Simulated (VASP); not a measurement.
Write the native input for VASP 6.6.1 that does the following.

```yaml
Task: relaxation of cell and atoms
Functional: BLYP
Dispersion: D4
Potentials_or_basis: VASP PAW PBE potentials, release 64 (Co, Ti_sv)
Cutoff: 600 eV
k_mesh: 9 × 9 × 9
Occupations: fermi-dirac, width 0.05 eV
Spin: collinear spin, ferromagnetic start
Starting_moments: "[2.0, 1.0] μB"
Dipole_correction: no
Further_INCAR_settings: ALGO = Normal; EDIFF = 1e-07; IBRION = 2; EDIFFG = -0.01; NSW = 60; ISIF = 3
```

The structure of TiCo lies in POSCAR:

```
TiCo
1.0
    2.9861109900      0.0000000000      0.0000000000
    0.0000000000      2.9861109900      0.0000000000
    0.0000000000      0.0000000000      2.9861109900
Co Ti
1 1
Direct
    0.5000000000      0.5000000000      0.5000000000
    0.0000000000      0.0000000000      0.0000000000
```

One way to write it, as run:

INCAR

```
SYSTEM = TiCo
PREC = Accurate ; ENCUT = 600
EDIFF = 1E-7 ; ISMEAR = -1
SIGMA = 0.05 ; LREAL = .False.
LASPH = .True. ; NELM = 150
ALGO = Normal ; ISIF = 3
LWAVE = .False. ; LCHARG = .False.
ISPIN = 2 ; MAGMOM = 2 1
LORBIT = 11 ; LMAXMIX = 4
GGA = B5 ; ALDAX = 1.0
AGGAX = 1.0 ; AGGAC = 1.0
ALDAC = 0.0 ; IVDW = 13
VDW_S6 = 1.0 ; VDW_S8 = 2.34076671
VDW_A1 = 0.44488865 ; VDW_A2 = 4.0933009
IBRION = 2 ; NSW = 60
EDIFFG = -0.01
```

KPOINTS

```
regular mesh
0
Gamma
  9 9 9
  0 0 0
```

Potentials or basis: VASP PAW PBE potentials, release 64 (Co, Ti_sv).

The run is started by

```console
$ cat potpaw_PBE.64/Co/POTCAR potpaw_PBE.64/Ti_sv/POTCAR > POTCAR
$ mpirun -np 1 vasp_std > vasp.out
```

Results of the run:

The relaxed volume is 13.09 Å³/atom. The relaxed cell is a = 2.969 Å, b = 2.969 Å, c = 2.969 Å, α = 90.00°, β = 90.00°, γ = 90.00°. The space group after relaxing (to 0.1 Å) is Pm-3m (No. 221) and the energy gained by relaxing is 2.0 meV/atom. The ionic steps are 3 and the pressure after relaxing is 0.0 GPa. The net moment is 0.70 μB per cell. The site moments are Co +0.73; Ti -0.00 μB and the valence electrons inside the program's atomic spheres are Co 8.36; Ti 10.36. The dispersion energy per atom is -0.591 eV.

Caveat: the PAW data sets were made with another functional, which shifts forces and pressure a little.

It took 3.2 min on 1 thread of Intel Xeon 8259CL, on a shared host, peak memory 0.18 GiB.
